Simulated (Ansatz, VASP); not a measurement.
## Two plane-wave programs on CdI2

Contents of INCAR:

```
SYSTEM = CdI2
  PREC = Accurate
  ENCUT = 500
  EDIFF = 1E-6
  ISMEAR = -1
  SIGMA = 0.5
  LREAL = .FALSE.
  LASPH = .TRUE.
  NELM = 120
  ALGO = Normal
  ISIF = 2
  LWAVE = .FALSE.
  LCHARG = .FALSE.
  GGA = PS
  NBANDS = 20
  GGA_COMPAT = .FALSE.
```

The input KPOINTS:

```
regular mesh
0
G
  6 6 4
  0 0 0
```

Contents of POSCAR:

```
CdI2
1.0
    4.2470087284      0.0000000000      0.0000000000
   -2.1235043642      3.6780174489      0.0000000000
    0.0000000000      0.0000000000      6.8950251473
Cd I
1 2
Direct
    0.0000000000      0.0000000000      0.0000000000
    0.3333333333      0.6666666667      0.2493934756
    0.6666666667      0.3333333333      0.7506065244
```

Input for Ansatz:

```yaml
crystal:
  lattice:
    - [4.2470087284, 0.0, 0.0]
    - [-2.1235043642, 3.6780174489, 0.0]
    - [0.0, 0.0, 6.8950251473]
  atoms:
    - { symbol: Cd, position: [0.0, 0.0, 0.0] }
    - { symbol: I, position: [0.3333333333, 0.6666666667, 0.2493934756] }
    - { symbol: I, position: [0.6666666667, 0.3333333333, 0.7506065244] }
kpoints:
  mp_grid: { grid: [6, 6, 4] }
hamiltonian:
  xc: pbesol
scf:
  occupations: { method: fermi_dirac, width: 0.5 }
  n_extra_bands: 4
output:
  forces: true
  stress: true
  eigenvalues: true
```

Alike in both runs: task single point; functional PBEsol; k mesh 6 × 6 × 4; occupations fermi-dirac, width 0.5 eV; no spin polarisation.

|  | VASP | Ansatz |
| --- | --- | --- |
| version | VASP 6.6.1 | Ansatz 0.2.0 |
| potentials or method | VASP PAW PBE potentials, release 64 (Cd, I) | plane waves |
| plane-wave cutoff (eV) | 500 | 420 |
| valence electrons in the cell | 26 | 54 |

Ansatz gave:

* pressure (GPa): -0.2
* rms of the force components (eV/Å): 0.015

What did VASP give for the same quantities?

Pressure (GPa): 0.0; rms of the force components (eV/Å): 0.003.

VASP's potentials were made for PBE, not for PBEsol. Atom by atom the forces differ by 0.012 eV/Å (rms over components). VASP's potentials hold 26 valence electrons a cell and Ansatz's 54, so a difference there can come from the potentials and not from the codes.

Spin-orbit coupling is off throughout.
